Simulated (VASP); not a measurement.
The system is RbBr.

```xyz
2
Lattice="0.0000 3.8695 3.8695 3.8695 0.0000 3.8695 3.8695 3.8695 0.0000" Properties=species:S:1:pos:R:3 pbc="T T T"
Rb    0.0000    0.0000    0.0000
Br    1.9347    1.9347    1.9347
```

Base run:

| Property | Result |
| --- | --- |
| Program | VASP 6.6.1 |
| Functional | PBE-based screened hybrid with 10 % exact exchange |
| Potentials or basis | VASP PAW PBE potentials, release 64 (Rb_sv, Br) |
| Cutoff | 520 eV |
| k mesh | 4 × 4 × 4 |
| Occupations | gaussian, width 0.01 eV |
| Spin | no spin polarisation |

Its results: band gap on the k mesh 4.42 eV (least direct gap 4.51 eV); pressure 0.1 GPa.

Problem. After a change of settings the same cell gave: band gap on the k mesh 4.08 eV (least direct gap 4.17 eV); pressure 0.2 GPa. Which change was it?
A. functional from PBE-based screened hybrid with 10 % exact exchange to PBE-based screened hybrid with 35 % exact exchange; share of exact exchange from 0.1 to 0.35
B. functional from PBE-based screened hybrid with 10 % exact exchange to PBE; occupations from gaussian, width 0.01 eV to methfessel-paxton, width 0.2 eV
C. functional from PBE-based screened hybrid with 10 % exact exchange to PBE-based screened hybrid with 50 % exact exchange; share of exact exchange from 0.1 to 0.5

Solution. B.

Caveats: the structure was generated, so it needn't be the stable form of RbBr; the PAW data sets were made with another functional, which shifts forces and pressure a little (at least some runs).
